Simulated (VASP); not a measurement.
A run of VASP 6.6.1 is set up as follows.

The input INCAR:

```
SYSTEM = ZrGaAs
  PREC = Accurate
  ENCUT = 520
  EDIFF = 1E-6
  ISMEAR = 0
  SIGMA = 0.1
  LREAL = .FALSE.
  LASPH = .TRUE.
  NELM = 100
  ALGO = Fast
  ISIF = 2
  LWAVE = .FALSE.
  LCHARG = .FALSE.
  GGA = PE
  NBANDS = 39
```

Contents of KPOINTS:

```
Automatic mesh
0
G
  4 4 4
  0 0 0
```

POSCAR

```
ZrGaAs
1.0
    4.3723391900      0.0000000000      0.0000000000
    0.0000000000      4.3723391900      0.0000000000
    0.0000000000      0.0000000000      6.1834213800
Zr Ga As
2 2 2
Direct
    0.0000000000      0.0000000000      0.7500000000
    0.0000000000      0.0000000000      0.2500000000
    0.5000000000      0.5000000000      0.2500000000
    0.5000000000      0.5000000000      0.7500000000
    0.0000000000      0.5000000000      0.0000000000
    0.5000000000      0.0000000000      0.5000000000
```

Potentials or basis: VASP PAW PBE potentials, release 64 (Zr_sv, Ga_d, As).

The run is started by

```bash
$ cat potpaw_PBE.64/Zr_sv/POTCAR potpaw_PBE.64/Ga_d/POTCAR potpaw_PBE.64/As/POTCAR > POTCAR
$ mpirun -np 1 vasp_std > vasp.out
```

(1) What does it give for the pressure?

(2) What does it give for the band gap on the k mesh?

Results:

(1) 7.3 GPa.

(2) zero (bands 30 and 31 overlap by 0.30 eV).

Caveat: the cell stands under pressure.
